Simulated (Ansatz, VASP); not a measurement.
# Two plane-wave programs on TiC2

```xyz
6
Lattice="0.0000 2.8540 4.3119 2.0454 0.0000 4.3119 2.0454 2.8540 0.0000" Properties=species:S:1:pos:R:3 pbc="T T T"
Ti    0.0000    0.0000    0.0000
Ti    1.0227    1.4270    2.1560
C     2.0454    2.8540    5.0655
C     2.0454    2.8540    3.5583
C     3.0681    4.2810    5.7143
C     3.0681    4.2810    7.2215
```

Alike in both runs: task relaxation of cell and atoms; functional PBEsol; k mesh 12 × 12 × 12; occupations gaussian, width 0.1 eV; no spin polarisation.

```csv
,VASP,Ansatz
version,VASP 6.6.1,Ansatz 0.2.0
potentials or method,"VASP PAW PBE potentials, release 64 (Ti_sv, C), cutoff 600 eV","scalar-relativistic, plane waves, PAW"
valence electrons in the cell,40,40
```

```tsv
	VASP	Ansatz	Ansatz less VASP
gap on the k mesh at the Fermi level, each at its own relaxed structure (eV)	none	none	-
relaxed volume (Å³/atom)	8.44	8.44	-0.003
relaxed length of the cell vector where the two differ most in proportion (Å)	4.754	4.751	-0.0028
```

VASP's potentials were made for PBE, not for PBEsol. A gap of «none» marks a metal or a gap that the smearing closes.
